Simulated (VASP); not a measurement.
Here is a VASP 6.6.1 calculation.

The input INCAR:

```
SYSTEM = SiH4CO2
PREC = Accurate
ENCUT = 520
EDIFF = 1E-7
ISMEAR = -1
SIGMA = 0.05
LREAL = Auto
LASPH = .True.
NELM = 60
ALGO = Normal
ISIF = 2
LWAVE = .False.
LCHARG = .False.
GGA = PE
IVDW = 12
NBANDS = 54
```

Contents of KPOINTS:

```
regular mesh
0
Gamma
  1 1 1
  0 0 0
```

POSCAR

```
SiH4CO2
1.0
    8.5095620000      0.0000000000      0.0000000000
    0.0000000000      8.5095620000      0.0000000000
    0.0000000000      0.0000000000      8.5095620000
Si H C O
3 12 3 6
Direct
    0.1927478759      0.6965810931      0.7389687037
    0.0236322387      0.0282153183      0.0795105553
    0.3008732999      0.2824117152      0.4327602290
    0.1927361244      0.8295844134      0.6244857256
    0.0799806147      0.7589462301      0.8820430476
    0.1032485573      0.6162831883      0.6281521893
    0.3493246773      0.6515729012      0.8048240321
    0.1652493983     -0.0505078875     -0.0198600116
    0.0578995723     -0.0479578150      0.2453475279
    0.0579818327      0.2066498840      0.0712022546
   -0.1560832391     -0.0593802595      0.0677238147
    0.4684259895      0.2743149412      0.4089282151
    0.3120254603      0.3500767725      0.6001954037
    0.2126196389      0.3621690517      0.3151278526
    0.3387365883      0.1094533420      0.4981454980
    0.7879018920      0.4203389082      0.0730707409
    0.4760644555      0.9015035086      0.0674887850
    0.8092425909      0.0140077715      0.4236763302
    0.7827194866      0.4172012614      0.2071787009
    0.7900171595      0.4547237566     -0.0596622952
    0.4228067203      1.0269388718      0.0418705452
    0.5115539437      0.7766909742      0.1049760258
    0.8760027837     -0.0007755981      0.5419785413
    0.7433050021      0.0152769320      0.3043752428
```

Potentials or basis: VASP PAW PBE potentials, release 64 (Si, H, C, O).

Launch:

```bash
$ cat potpaw_PBE.64/Si/POTCAR potpaw_PBE.64/H/POTCAR potpaw_PBE.64/C/POTCAR potpaw_PBE.64/O/POTCAR > POTCAR
$ mpirun -np 1 vasp_gam > vasp.out
```

(1) Estimate the pressure.

(2) Estimate the largest force.

(3) Estimate the dispersion energy per atom.

Answers

(1) 0.5 GPa.

(2) 4.588 eV/Å.

(3) -0.033 eV.

Caveat: the k points lie up to 0.74 Å⁻¹ apart.
